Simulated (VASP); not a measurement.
# TiO2 (I4_1/amd) in VASP: a series of runs

Runs on TiO2. Level: r2SCAN. Tasks: single point.

Everything below comes from runs of VASP 6.6.1. Logs are shortened: lines on timing, memory, paths and dates and some standing lists are left out, and cuts for length are marked.

### Step 1. The cell of the first run

Symmetry: I4_1/amd, No. 141, tetragonal system. Conventional cell: a = 3.581 Å, b = 3.581 Å, c = 9.084 Å, α = 90.00°, β = 90.00°, γ = 90.00°. Ti (site symmetry -4m2) has 6 O at 1.82 to 1.93 Å within 2.4 Å. Within 2.4 Å of O (site symmetry 2mm) lie 3 Ti at 1.82 to 1.93 Å and 2 O at 2.40 Å.

### Step 2. Single point, r2SCAN (strain -5.2%)

Contents of POSCAR:

```
TiO2
1.0
   -1.7904876828      1.7904876828      4.5420736312
    1.7904876828     -1.7904876828      4.5420736312
    1.7904876828      1.7904876828     -4.5420736312
Ti O
2 4
Direct
    0.0000000000      0.0000000000      0.0000000000
    0.7500000000      0.2500000000      0.5000000000
    0.2127040992      0.2127040992      0.0000000000
    0.9627040992      0.4627040992      0.5000000000
    0.5372959008      0.0372959008      0.5000000000
    0.7872959008      0.7872959008      0.0000000000
```

Contents of INCAR.step1:

```
  PREC = Accurate
  ENCUT = 520
  ISMEAR = 0
  SIGMA = 0.01
  LREAL = False
  LASPH = True
  NELM = 100
  NBANDS = 33
  GGA = PE
  ALGO = Normal
  EDIFF = 1E-4
  LWAVE = True
  LCHARG = False
```

Contents of INCAR.step2:

```
  PREC = Accurate
  ENCUT = 520
  EDIFF = 1E-7
  ISMEAR = 0
  SIGMA = 0.01
  LREAL = False
  LASPH = True
  NELM = 100
  ALGO = Normal
  ISIF = 2
  LWAVE = False
  LCHARG = False
  METAGGA = R2SCAN
  LMIXTAU = True
  NBANDS = 33
  ISTART = 1
```

Contents of KPOINTS:

```
Automatic mesh
0
Gamma
  10 10 10
```

Potentials or basis: VASP PAW PBE potentials, release 64 (Ti_sv, O).

Launch:

```bash
$ cat potpaw_PBE.64/Ti_sv/POTCAR potpaw_PBE.64/O/POTCAR > POTCAR
$ cp INCAR.step1 INCAR
$ mpirun -np 1 vasp_std > vasp.out
$ cp INCAR.step2 INCAR
$ mpirun -np 1 vasp_std > vasp.out
```

OUTCAR:

```text
PREC = Accurate
   ENCUT = 520
   EDIFF = 1E-7
   ISMEAR = 0
   LREAL = False
   LASPH = True
   NELM = 100
   ISIF = 2
   METAGGA = R2SCAN
   ISTART = 1

 ion  position               nearest neighbor table
   1  0.000  0.000  0.000-   5 1.82   4 1.82   5 1.82   4 1.82   3 1.93   6 1.93   2 2.89   2 2.89
                             2 2.89   2 2.89
   2  0.750  0.250  0.500-   6 1.82   3 1.82   6 1.82   3 1.82   4 1.93   5 1.93   1 2.89   1 2.89
                             1 2.89   1 2.89
   3  0.213  0.213  0.000-   2 1.82   2 1.82   1 1.93
   4  0.963  0.463  0.500-   1 1.82   1 1.82   2 1.93
   5  0.537  0.037  0.500-   1 1.82   1 1.82   2 1.93
   6  0.787  0.787  0.000-   2 1.82   2 1.82   1 1.93

  LATTYP: Found a body centered tetragonal cell.
 ALAT       =     3.5809753656
 C/A-ratio  =     2.5367801604

  Lattice vectors:

 A1 = (  -1.7904876828,   1.7904876828,   4.5420736312)
 A2 = (   1.7904876828,  -1.7904876828,   4.5420736312)
 A3 = (   1.7904876828,   1.7904876828,  -4.5420736312)

Analysis of symmetry for initial positions (statically):
=====================================================================
 Subroutine PRICEL returns:
 Original cell was already a primitive cell.

 Routine SETGRP: Setting up the symmetry group for a
 body centered tetragonal supercell.

 Subroutine GETGRP returns: Found 16 space group operations
 (whereof  8 operations were pure point group operations)
 out of a pool of 16 trial point group operations.

The static configuration has the point symmetry D_2d.
 The point group associated with its full space group is D_4h.

Analysis of symmetry for dynamics (positions and initial velocities):
=====================================================================
 Subroutine PRICEL returns:
 Original cell was already a primitive cell.

 Routine SETGRP: Setting up the symmetry group for a
 body centered tetragonal supercell.

 Subroutine GETGRP returns: Found 16 space group operations
 (whereof  8 operations were pure point group operations)
 out of a pool of 16 trial point group operations.

The dynamic configuration has the point symmetry D_2d.
 The point group associated with its full space group is D_4h.

 Subroutine INISYM returns: Found 16 space group operations
 (whereof  8 operations are pure point group operations),
 and found     1 'primitive' translations

----------------------------------------------------------------------------------------

                                     Primitive cell

  volume of cell :      58.2448

  direct lattice vectors                    reciprocal lattice vectors
    -1.790487683  1.790487683  4.542073631     0.000000000  0.279253527  0.110081879
     1.790487683 -1.790487683  4.542073631     0.279253527  0.000000000  0.110081879
     1.790487683  1.790487683 -4.542073631     0.279253527  0.279253527  0.000000000

  length of vectors
     5.200204338  5.200204338  5.200204338     0.300167540  0.300167540  0.394924125

  position of ions in fractional coordinates (direct lattice)
     0.000000000  0.000000000  0.000000000
     0.750000000  0.250000000  0.500000000
     0.212704099  0.212704099  0.000000000
     0.962704099  0.462704099  0.500000000
     0.537295901  0.037295901  0.500000000
     0.787295901  0.787295901  0.000000000

  ion indices of the primitive-cell ions
   primitive index   ion index
                 1           1
                 2           2
                 3           3
                 4           4
                 5           5
                 6           6

----------------------------------------------------------------------------------------

 KPOINTS: Automatic mesh

Automatic generation of k-mesh.
 Grid dimensions read from file:
 generate k-points for:   10   10   10

 Generating k-lattice:

  Cartesian coordinates                     Fractional coordinates (reciprocal lattice)
     0.000000000  0.027925353  0.011008188     0.100000000  0.000000000  0.000000000
     0.027925353  0.000000000  0.011008188     0.000000000  0.100000000  0.000000000
     0.027925353  0.027925353  0.000000000     0.000000000  0.000000000  0.100000000

  Length of vectors
     0.030016754  0.030016754  0.039492412

  Shift w.r.t. Gamma in fractional coordinates (k-lattice)
     0.000000000  0.000000000  0.000000000

 Subroutine IBZKPT returns following result:
 ===========================================

 Found    102 irreducible k-points:

 Following reciprocal coordinates:
            Coordinates               Weight
  0.000000  0.000000  0.000000      1.000000
  0.100000 -0.000000  0.000000      8.000000
  0.200000 -0.000000  0.000000      8.000000
  0.300000  0.000000  0.000000      8.000000
  0.400000 -0.000000  0.000000      8.000000
  0.500000  0.000000  0.000000      4.000000
[... 16 lines left out ...]
  0.300000  0.300000  0.000000      8.000000
  0.400000  0.300000  0.000000     16.000000
 [... further k-points ...]
   k-points           NKPTS =    102   k-points in BZ     NKDIM =    102   number of bands    NBANDS=     33
   number of dos      NEDOS =    301   number of ions     NIONS =      6
   total plane-waves  NPLWV =  64000
   dimension x,y,z NGX =    40 NGY =   40 NGZ =   40
   dimension x,y,z NGXF=    80 NGYF=   80 NGZF=   80
   ions per type =               2   4
   NGX,Y,Z   is equivalent  to a cutoff of  12.79, 12.79, 12.79 a.u.
   NGXF,Y,Z  is equivalent  to a cutoff of  25.58, 25.58, 25.58 a.u.
 SYSTEM =  unknown system
   PREC   = accura    normal or accurate (medium, high low for compatibility)
   ISTART =      1    job   : 0-new  1-cont  2-samecut
   ICHARG =      0    charge: 1-file 2-atom 10-const
   ISPIN  =      1    spin polarized calculation?
   LNONCOLLINEAR =      F non collinear calculations
   LSORBIT =      F    spin-orbit coupling
   LASPH  =      T    aspherical Exc in radial PAW
   ENCUT  =  520.0 eV  38.22 Ry    6.18 a.u.   9.67  9.67  9.67*2*pi/ulx,y,z
   NELM   =    100;   NELMIN=  2; NELMDL=  0     # of ELM steps
   EDIFF  = 0.1E-06   stopping-criterion for ELM
   LREAL  =      F    real-space projection
   EDIFFG = 0.1E-05   stopping-criterion for IOM
   NSW    =      0    number of steps for IOM
   IBRION =     -1    ionic relax: 0-MD 1-quasi-New 2-CG
   NFREE  =      0    steps in history (QN), initial steepest desc. (CG)
   ISIF   =      2    stress and relaxation
   ISYM   =      2    0-nonsym 1-usesym 2-fastsym
   POTIM  = 0.5000    time-step for ionic-motion
   TEBEG  =    0.0;   TEEND  =   0.0 temperature during run
   PSTRESS=    0.0 pullay stress
   NELECT =      48.0000    total number of electrons
   NUPDOWN=      -1.0000    fix difference up-down
   EMIN   =  10.00;   EMAX   =-10.00  energy-range for DOS
   EFERMI =   0.00;   METHOD = LEGACY
   ISMEAR =     0;   SIGMA  =   0.01  broadening in eV -4-tet -1-fermi 0-gaus
   EFERMI_NEDOS =   21; number of points for ismear=-14 and -15
   IALGO  =     38    algorithm
   IMIX   =      4    mixing-type and parameters
     AMIX     =   0.40;   BMIX     =  1.00
     AMIX_MAG =   1.60;   BMIX_MAG =  1.00
  volume/ion in A,a.u.               =       9.71        65.51
  Fermi-wavevector in a.u.,A,eV,Ry     =   1.534863  2.900471 32.052667  2.355805
  Thomas-Fermi vector in A             =   2.641732
   LORBIT       =      0    0 simple, 1 ext, 2 COOP (PROOUT), +10 PAW based schemes
   METAGGA = R2SCAN    functional components
   LHFCALC =     F    Hartree Fock is set to
   AEXX    =    0.0000 exact exchange contribution
   IVDW    =     0    specifies the selected vdW correction
   LEPSILON=     F    determine dielectric tensor
   LRPA    =     F    only Hartree local field effects (RPA)
 non-spin polarized calculation
 Gauss-broadening in eV      SIGMA  =   0.01
  energy-cutoff  :      520.00
  volume of cell :       58.24
 maximum number of plane-waves:      1591
   NGX = 19   NGY = 19   NGZ = 19

 number of electron      48.0000001 magnetization

 Free energy of the ion-electron system (eV)
  ---------------------------------------------------
  ext. energy  EPLUGINS =         0.00000000
  ---------------------------------------------------
  free energy    TOTEN  =       -68.44956002 eV

  energy without entropy =      -68.44956002  energy(sigma->0) =      -68.44956002

 E-fermi :   4.8048     XC(G=0): -12.3807

 val. band max:        4.6992570815   @ k =   0.5000   0.5000   0.0000
 cond. band min:       7.4608194827   @ k =   0.0000   0.0000   0.0000
 fundamental gap:      2.7615624012
 Fermi energy:         4.8048227898

 k-point     1 :       0.0000    0.0000    0.0000
  band No.  band energies     occupation
      1     -53.3489      2.00000
      2     -53.2288      2.00000
      3     -29.0098      2.00000
      4     -28.6579      2.00000
      5     -28.6579      2.00000
      6     -28.5369      2.00000
[... 25 lines left out ...]
     32      11.5615      0.00000
     33      11.8240      0.00000

 k-point     2 :       0.1000   -0.0000    0.0000
  band No.  band energies     occupation
      1     -53.3462      2.00000
      2     -53.2304      2.00000
      3     -29.0076      2.00000
      4     -28.6848      2.00000
      5     -28.6594      2.00000
      6     -28.5489      2.00000
[... 25 lines left out ...]
     32      11.6966      0.00000
     33      12.0061      0.00000
[... 754 lines left out ...]
     32      12.9017      0.00000
     33      14.1160      0.00000

 k-point    24 :       0.4000    0.3000    0.0000
  band No.  band energies     occupation
      1     -53.2938      2.00000
      2     -53.2652      2.00000
      3     -28.9999      2.00000
      4     -28.9513      2.00000
      5     -28.7814      2.00000
      6     -28.7244      2.00000
[... 25 lines left out ...]
     32      12.8504      0.00000
     33      14.2995      0.00000

 [... further k-points ...]

------------------------ aborting loop because EDIFF is reached ----------------------------------------

  FORCE on cell =-STRESS in cart. coord.  units (eV):
  Direction    XX          YY          ZZ          XY          YZ          ZX
  --------------------------------------------------------------------------------------
  -------------------------------------------------------------------------------------
  Total       19.9785172     19.9785172     13.6435286      0.0000000      0.0000000      0.0000000
  in kB      549.5623816    549.5623816    375.3016311      0.0000000      0.0000000      0.0000000
  external PRESSURE =     491.4754648 kB  Pullay stress =       0.0000000 kB

 VOLUME and BASIS-vectors are now :
 -----------------------------------------------------------------------------
  energy-cutoff  :      520.00
  volume of cell :       58.24
      direct lattice vectors                 reciprocal lattice vectors
    -1.790487683  1.790487683  4.542073631     0.000000000  0.279253527  0.110081879
     1.790487683 -1.790487683  4.542073631     0.279253527  0.000000000  0.110081879
     1.790487683  1.790487683 -4.542073631     0.279253527  0.279253527  0.000000000

 POSITION                                       TOTAL-FORCE (eV/Angst)
 -----------------------------------------------------------------------------------
      0.00000      0.00000      0.00000        -0.000000     -0.000000      0.000000
      0.00000      1.79049      2.27104        -0.000000     -0.000000      0.000000
      0.00000      0.00000      1.93224         0.000000      0.000000      0.039351
     -0.00000      1.79049      4.20327        -0.000000     -0.000000      0.039351
      0.00000      1.79049      0.33880         0.000000      0.000000     -0.039351
      0.00000      0.00000      7.15191        -0.000000     -0.000000     -0.039351
 -----------------------------------------------------------------------------------
    total drift:                                0.000000      0.000000     -0.000000

  FREE ENERGIE OF THE ION-ELECTRON SYSTEM (eV)
  ---------------------------------------------------
  free  energy   TOTEN  =       -68.4495600209 eV

  energy  without entropy=      -68.4495600209  energy(sigma->0) =      -68.44956002
```

It took 36 min on 1 thread of Intel Xeon 8259CL, shared host; peak memory 0.35 GiB.

What came out:

```yaml
Free_energy: -68.4496 eV
Pressure: 49.1 GPa
Largest_force: 0.039 eV/Å
Band_gap_on_the_k_mesh: 2.76 eV (least direct gap 3.23 eV)
```

Forces in eV/Å, atoms in the order of the input:
```
Ti   0.000  0.000  0.000
Ti   0.000  0.000  0.000
O    0.000  0.000  0.039
O    0.000  0.000  0.039
O    0.000  0.000 -0.039
O    0.000  0.000 -0.039
```

Stress tensor (GPa, compression positive):
```
54.96  0.00  0.00
 0.00 54.96  0.00
 0.00  0.00 37.53
```

Caveat: the cell differs from its parent crystal (strain -5.2%); the cell stands under pressure; the PAW data sets were made with another functional, which shifts forces and pressure a little. A k mesh can miss the band edges.

(Part 1 of 2 ends here.)
